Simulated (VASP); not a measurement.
# Ga7As (Im-3m) in VASP: further runs

Ga7As is run at these levels: PBE; tasks: single point, relaxation of cell and atoms.

Everything below comes from runs of VASP 6.6.1. Logs are shortened: lines on timing, memory, paths and dates and some standing lists are left out, and cuts for length are marked.

**1. The cell of the first run**

Symmetry: Im-3m, No. 229, cubic system. The conventional cell has a = 6.803 Å, b = 6.803 Å, c = 6.803 Å, α = 90.00°, β = 90.00°, γ = 90.00°. Within 3.9 Å of Ga (site symmetry 4/mmm) lie 12 Ga at 2.95 to 3.40 Å and 2 As at 3.40 Å. Ga (site symmetry -3m) has 12 Ga at 2.95 to 3.40 Å and 2 As at 2.95 Å within 3.9 Å. Within 3.9 Å of As (site symmetry m-3m) lie 14 Ga at 2.95 to 3.40 Å.

**2. Single point, PBE**

The input, INCAR:

```
ALGO = Normal
EDIFF = 1E-6
ENCUT = 520
GGA = PE
ISIF = 2
ISMEAR = 0
LASPH = T
LCHARG = T
LELF = T
LREAL = F
LVHAR = T
LWAVE = F
NBANDS = 58
NELM = 60
PREC = Accurate
SIGMA = 0.2
```

The input, KPOINTS:

```
k-points
0
Gamma
  4 4 4
```

The input, POSCAR:

```
Ga7As
1.0
   -3.4013452500      3.4013452500      3.4013452500
    3.4013452500     -3.4013452500      3.4013452500
    3.4013452500      3.4013452500     -3.4013452500
Ga As
7 1
Direct
    0.0000000000      0.5000000000      0.5000000000
    0.5000000000      0.5000000000      0.0000000000
    0.5000000000      0.0000000000      0.5000000000
    0.0000000000      0.0000000000      0.5000000000
    0.0000000000      0.5000000000      0.0000000000
    0.5000000000      0.0000000000      0.0000000000
    0.5000000000      0.5000000000      0.5000000000
    0.0000000000      0.0000000000      0.0000000000
```

Potentials or basis: VASP PAW PBE potentials, release 64 (Ga_d, As).

Launch:

```
cat potpaw_PBE.64/Ga_d/POTCAR potpaw_PBE.64/As/POTCAR > POTCAR
mpirun -np 1 vasp_std > vasp.out
```

OUTCAR:

```text
EDIFF = 1E-6
   ENCUT = 520
   GGA = PE
   ISIF = 2
   ISMEAR = 0
   LASPH = T
   LREAL = F
   NELM = 60
   PREC = Accurate

 ion  position               nearest neighbor table
   1  0.000  0.500  0.500-
   2  0.500  0.500  0.000-
   3  0.500  0.000  0.500-
   4  0.000  0.000  0.500-
   5  0.000  0.500  0.000-
   6  0.500  0.000  0.000-
   7  0.500  0.500  0.500-
   8  0.000  0.000  0.000-

  LATTYP: Found a body centered cubic cell.
 ALAT       =     6.8026905000

  Lattice vectors:

 A1 = (  -3.4013452500,   3.4013452500,   3.4013452500)
 A2 = (   3.4013452500,  -3.4013452500,   3.4013452500)
 A3 = (   3.4013452500,   3.4013452500,  -3.4013452500)

Analysis of symmetry for initial positions (statically):
=====================================================================
 Subroutine PRICEL returns:
 Original cell was already a primitive cell.

 Routine SETGRP: Setting up the symmetry group for a
 body centered cubic supercell.

 Subroutine GETGRP returns: Found 48 space group operations
 (whereof 48 operations were pure point group operations)
 out of a pool of 48 trial point group operations.

The static configuration has the point symmetry O_h .

Analysis of symmetry for dynamics (positions and initial velocities):
=====================================================================
 Subroutine PRICEL returns:
 Original cell was already a primitive cell.

 Routine SETGRP: Setting up the symmetry group for a
 body centered cubic supercell.

 Subroutine GETGRP returns: Found 48 space group operations
 (whereof 48 operations were pure point group operations)
 out of a pool of 48 trial point group operations.

The dynamic configuration has the point symmetry O_h .

 Subroutine INISYM returns: Found 48 space group operations
 (whereof 48 operations are pure point group operations),
 and found     1 'primitive' translations

----------------------------------------------------------------------------------------

                                     Primitive cell

  volume of cell :     157.4027

  direct lattice vectors                    reciprocal lattice vectors
    -3.401345250  3.401345250  3.401345250     0.000000000  0.147000661  0.147000661
     3.401345250 -3.401345250  3.401345250     0.147000661  0.000000000  0.147000661
     3.401345250  3.401345250 -3.401345250     0.147000661  0.147000661  0.000000000

  length of vectors
     5.891302787  5.891302787  5.891302787     0.207890328  0.207890328  0.207890328

  position of ions in fractional coordinates (direct lattice)
     0.000000000  0.500000000  0.500000000
     0.500000000  0.500000000  0.000000000
     0.500000000  0.000000000  0.500000000
     0.000000000  0.000000000  0.500000000
     0.000000000  0.500000000  0.000000000
     0.500000000  0.000000000  0.000000000
     0.500000000  0.500000000  0.500000000
     0.000000000  0.000000000  0.000000000

  ion indices of the primitive-cell ions
   primitive index   ion index
                 1           1
                 2           2
                 3           3
                 4           4
                 5           5
                 6           6
                 7           7
                 8           8

----------------------------------------------------------------------------------------

 KPOINTS: k-points

Automatic generation of k-mesh.
 Grid dimensions read from file:
 generate k-points for:    4    4    4

 Generating k-lattice:

  Cartesian coordinates                     Fractional coordinates (reciprocal lattice)
     0.000000000  0.036750165  0.036750165     0.250000000  0.000000000  0.000000000
     0.036750165  0.000000000  0.036750165     0.000000000  0.250000000  0.000000000
     0.036750165  0.036750165  0.000000000     0.000000000  0.000000000  0.250000000

  Length of vectors
     0.051972582  0.051972582  0.051972582

  Shift w.r.t. Gamma in fractional coordinates (k-lattice)
     0.000000000  0.000000000  0.000000000

 Subroutine IBZKPT returns following result:
 ===========================================

 Found      8 irreducible k-points:

 Following reciprocal coordinates:
            Coordinates               Weight
  0.000000  0.000000  0.000000      1.000000
  0.250000  0.000000  0.000000     12.000000
  0.500000  0.000000  0.000000      6.000000
  0.250000  0.250000  0.000000     24.000000
  0.250000  0.250000  0.250000      2.000000
 -0.250000  0.250000  0.250000      6.000000
  0.500000  0.500000  0.250000     12.000000
  0.500000  0.500000  0.500000      1.000000
   k-points           NKPTS =      8   k-points in BZ     NKDIM =      8   number of bands    NBANDS=     58
   number of dos      NEDOS =    301   number of ions     NIONS =      8
   total plane-waves  NPLWV = 110592
   dimension x,y,z NGX =    48 NGY =   48 NGZ =   48
   dimension x,y,z NGXF=    96 NGYF=   96 NGZF=   96
   ions per type =               7   1
   NGX,Y,Z   is equivalent  to a cutoff of  13.55, 13.55, 13.55 a.u.
   NGXF,Y,Z  is equivalent  to a cutoff of  27.09, 27.09, 27.09 a.u.
 SYSTEM =  unknown system
   PREC   = accura    normal or accurate (medium, high low for compatibility)
   ISTART =      0    job   : 0-new  1-cont  2-samecut
   ICHARG =      2    charge: 1-file 2-atom 10-const
   ISPIN  =      1    spin polarized calculation?
   LNONCOLLINEAR =      F non collinear calculations
   LSORBIT =      F    spin-orbit coupling
   LASPH  =      T    aspherical Exc in radial PAW
   ENCUT  =  520.0 eV  38.22 Ry    6.18 a.u.  10.95 10.95 10.95*2*pi/ulx,y,z
   NELM   =     60;   NELMIN=  2; NELMDL= -5     # of ELM steps
   EDIFF  = 0.1E-05   stopping-criterion for ELM
   LREAL  =      F    real-space projection
   EDIFFG = 0.1E-04   stopping-criterion for IOM
   NSW    =      0    number of steps for IOM
   IBRION =     -1    ionic relax: 0-MD 1-quasi-New 2-CG
   NFREE  =      0    steps in history (QN), initial steepest desc. (CG)
   ISIF   =      2    stress and relaxation
   ISYM   =      2    0-nonsym 1-usesym 2-fastsym
   POTIM  = 0.5000    time-step for ionic-motion
   TEBEG  =    0.0;   TEEND  =   0.0 temperature during run
   PSTRESS=    0.0 pullay stress
   NELECT =      96.0000    total number of electrons
   NUPDOWN=      -1.0000    fix difference up-down
   EMIN   =  10.00;   EMAX   =-10.00  energy-range for DOS
   EFERMI =   0.00;   METHOD = LEGACY
   ISMEAR =     0;   SIGMA  =   0.20  broadening in eV -4-tet -1-fermi 0-gaus
   EFERMI_NEDOS =   21; number of points for ismear=-14 and -15
   IALGO  =     38    algorithm
   IMIX   =      4    mixing-type and parameters
     AMIX     =   0.40;   BMIX     =  1.00
     AMIX_MAG =   1.60;   BMIX_MAG =  1.00
  volume/ion in A,a.u.               =      19.68       132.78
  Fermi-wavevector in a.u.,A,eV,Ry     =   1.388336  2.623574 26.224908  1.927476
  Thomas-Fermi vector in A             =   2.512472
   LORBIT       =      0    0 simple, 1 ext, 2 COOP (PROOUT), +10 PAW based schemes
   GGA     = PE    functional components
   LHFCALC =     F    Hartree Fock is set to
   AEXX    =    0.0000 exact exchange contribution
   IVDW    =     0    specifies the selected vdW correction
   LEPSILON=     F    determine dielectric tensor
   LRPA    =     F    only Hartree local field effects (RPA)
 non-spin polarized calculation
 Gauss-broadening in eV      SIGMA  =   0.20
  energy-cutoff  :      520.00
  volume of cell :      157.40
 maximum number of plane-waves:      4252
 NGX is ok and might be reduce to    48
   NGX = 21   NGY = 21   NGZ = 21

 number of electron      95.9999964 magnetization

 Free energy of the ion-electron system (eV)
  ---------------------------------------------------
  ext. energy  EPLUGINS =         0.00000000
  ---------------------------------------------------
  free energy    TOTEN  =       -24.26322389 eV

  energy without entropy =      -24.13596896  energy(sigma->0) =      -24.19959642

 E-fermi :   5.1852     XC(G=0): -10.7839

 val. band max:        5.1775636063   @ k =   0.5000   0.0000   0.0000
 cond. band min:       5.1950271555   @ k =   0.5000   0.5000   0.5000
 fundamental gap:      0.0174635493
 Fermi energy:         5.1851697754

 k-point     1 :       0.0000    0.0000    0.0000
  band No.  band energies     occupation
      1      -9.7180      2.00000
      2      -9.7180      2.00000
      3      -9.7180      2.00000
      4      -9.7143      2.00000
      5      -9.7089      2.00000
      6      -9.7089      2.00000
[... 50 lines left out ...]
     57      10.7335      0.00000
     58      12.0459      0.00000

 k-point     2 :       0.2500    0.0000    0.0000
  band No.  band energies     occupation
      1      -9.7059      2.00000
      2      -9.7020      2.00000
      3      -9.7001      2.00000
      4      -9.6879      2.00000
      5      -9.6868      2.00000
      6      -9.6775      2.00000
[... 50 lines left out ...]
     57      10.1009      0.00000
     58      11.5476      0.00000

 k-point     3 :       0.5000    0.0000    0.0000
  band No.  band energies     occupation
      1      -9.6905      2.00000
      2      -9.6879      2.00000
      3      -9.6873      2.00000
      4      -9.6776      2.00000
      5      -9.6671      2.00000
      6      -9.6580      2.00000
[... 50 lines left out ...]
     57       9.0535      0.00000
     58      10.1006      0.00000

 k-point     4 :       0.2500    0.2500    0.0000
  band No.  band energies     occupation
      1      -9.6894      2.00000
      2      -9.6852      2.00000
      3      -9.6721      2.00000
      4      -9.6670      2.00000
      5      -9.6521      2.00000
      6      -9.6518      2.00000
[... 50 lines left out ...]
     57      10.2367      0.00000
     58      10.2974      0.00000

 k-point     5 :       0.2500    0.2500    0.2500
  band No.  band energies     occupation
      1      -9.6652      2.00000
      2      -9.6652      2.00000
      3      -9.6652      2.00000
      4      -9.6563      2.00000
      5      -9.6563      2.00000
      6      -9.6500      2.00000
[... 50 lines left out ...]
     57      10.0910      0.00000
     58      10.0910      0.00000

 k-point     6 :      -0.2500    0.2500    0.2500
  band No.  band energies     occupation
      1      -9.6813      2.00000
      2      -9.6813      2.00000
      3      -9.6707      2.00000
      4      -9.6656      2.00000
      5      -9.6577      2.00000
      6      -9.6538      2.00000
[... 50 lines left out ...]
     57      10.2442      0.00000
     58      10.2453      0.00000

 k-point     7 :       0.5000    0.5000    0.2500
  band No.  band energies     occupation
      1      -9.6649      2.00000
      2      -9.6605      2.00000
      3      -9.6409      2.00000
      4      -9.6375      2.00000
      5      -9.6372      2.00000
      6      -9.6289      2.00000
[... 50 lines left out ...]
     57       9.0287      0.00000
     58       9.3683      0.00000

 k-point     8 :       0.5000    0.5000    0.5000
  band No.  band energies     occupation
      1      -9.6066      2.00000
      2      -9.6010      2.00000
      3      -9.6010      2.00000
      4      -9.6010      2.00000
      5      -9.5888      2.00000
      6      -9.5888      2.00000
[... 50 lines left out ...]
     57      10.3566      0.00000
     58      10.3615      0.00000

------------------------ aborting loop because EDIFF is reached ----------------------------------------

  FORCE on cell =-STRESS in cart. coord.  units (eV):
  Direction    XX          YY          ZZ          XY          YZ          ZX
  --------------------------------------------------------------------------------------
  -------------------------------------------------------------------------------------
  Total       -0.2766313     -0.2766313     -0.2766313     -0.0000000      0.0000000     -0.0000000
  in kB       -2.8157863     -2.8157863     -2.8157863     -0.0000000      0.0000000     -0.0000000
  external PRESSURE =      -2.8157863 kB  Pullay stress =       0.0000000 kB

 VOLUME and BASIS-vectors are now :
 -----------------------------------------------------------------------------
  energy-cutoff  :      520.00
  volume of cell :      157.40
      direct lattice vectors                 reciprocal lattice vectors
    -3.401345250  3.401345250  3.401345250     0.000000000  0.147000661  0.147000661
     3.401345250 -3.401345250  3.401345250     0.147000661  0.000000000  0.147000661
     3.401345250  3.401345250 -3.401345250     0.147000661  0.147000661  0.000000000

 POSITION                                       TOTAL-FORCE (eV/Angst)
 -----------------------------------------------------------------------------------
      3.40135      0.00000      0.00000        -0.000000     -0.000000     -0.000000
      0.00000      0.00000      3.40135        -0.000000      0.000000     -0.000000
      0.00000      3.40135      0.00000         0.000000     -0.000000      0.000000
      1.70067      1.70067     -1.70067         0.000000     -0.000000      0.000000
      1.70067     -1.70067      1.70067         0.000000      0.000000      0.000000
     -1.70067      1.70067      1.70067         0.000000     -0.000000     -0.000000
      1.70067      1.70067      1.70067        -0.000000      0.000000     -0.000000
      0.00000      0.00000      0.00000        -0.000000      0.000000     -0.000000
 -----------------------------------------------------------------------------------
    total drift:                                0.000000      0.000000     -0.000000

  FREE ENERGIE OF THE ION-ELECTRON SYSTEM (eV)
  ---------------------------------------------------
  free  energy   TOTEN  =       -24.2632238864 eV

  energy  without entropy=      -24.1359689623  energy(sigma->0) =      -24.19959642
```

Wall time 52 s (1 thread of Intel Xeon 6975P-C (Granite Rapids), shared host); peak memory 0.33 GiB.

Results:

- Free energy: -24.2632 eV
- Pressure: -0.3 GPa
- Band gap on the k mesh: zero (band 48 reaches 5.61 eV, above the bottom of band 49 at 4.33 eV)

(Continued in part 2 of 2.)
